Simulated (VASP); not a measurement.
Set up this calculation in VASP 6.6.1, as the native input.

* Task: single point
* Functional: r2SCAN
* Potentials or basis: VASP PAW PBE potentials, release 64 (Sn_d)
* Cutoff: 520 eV
* k mesh: 6 × 6 × 4
* Occupations: fermi-dirac, width 0.02 eV
* Spin: no spin polarisation
* Dipole correction: no
* Further INCAR settings: ALGO = Normal; EDIFF = 1e-06; NBANDS = 36

The system is Sn.

```
Sn
1.0
     4.63494    0.00000    0.00000
    -2.31747    4.01398    0.00000
     0.00000    0.00000    7.61389
Sn
4
Cartesian
  0.0000 2.6760 0.0018
  2.3175 1.3380 3.8088
  0.0000 2.6760 2.8534
  2.3175 1.3380 6.6603
```

This isn't the form of Sn at room conditions, which is tetragonal (white tin).

The input as run:

POSCAR

```
Sn
1.0
    4.6349415438      0.0000000000      0.0000000000
   -2.3174707719      4.0139771220      0.0000000000
    0.0000000000      0.0000000000      7.6138913059
Sn
4
Direct
    0.3333333333      0.6666666667      0.0002405641
    0.6666666667      0.3333333333      0.5002405641
    0.3333333333      0.6666666667      0.3747594359
    0.6666666667      0.3333333333      0.8747594359
```

INCAR.step1

```
  PREC = Accurate
  ENCUT = 520
  ISMEAR = -1
  SIGMA = 0.02
  LREAL = False
  LASPH = True
  NELM = 100
  NBANDS = 36
  GGA = PE
  ALGO = Normal
  EDIFF = 1E-4
  LWAVE = True
  LCHARG = False
```

INCAR.step2

```
  PREC = Accurate
  ENCUT = 520
  EDIFF = 1E-6
  ISMEAR = -1
  SIGMA = 0.02
  LREAL = False
  LASPH = True
  NELM = 100
  ALGO = Normal
  ISIF = 2
  LWAVE = False
  LCHARG = True
  METAGGA = R2SCAN
  LMIXTAU = True
  LELF = True
  LVHAR = True
  NBANDS = 36
  ISTART = 1
```

KPOINTS

```
Automatic mesh
0
Gamma
  6 6 4
```

Potentials or basis: VASP PAW PBE potentials, release 64 (Sn_d).

Command:

```console
$ cat potpaw_PBE.64/Sn_d/POTCAR > POTCAR
$ cp INCAR.step1 INCAR
$ mpirun -np 1 vasp_std > vasp.out
$ cp INCAR.step2 INCAR
$ mpirun -np 1 vasp_std > vasp.out
```

It gave:

| Quantity | Value |
| --- | --- |
| Pressure | 0.0 GPa |

Caveat: the PAW data sets were made with another functional, which shifts forces and pressure a little.

Wall time 4 min on 1 thread of AMD EPYC 9R45 96-Core Processor (Zen 5), on a shared host, peak memory 0.29 GiB.
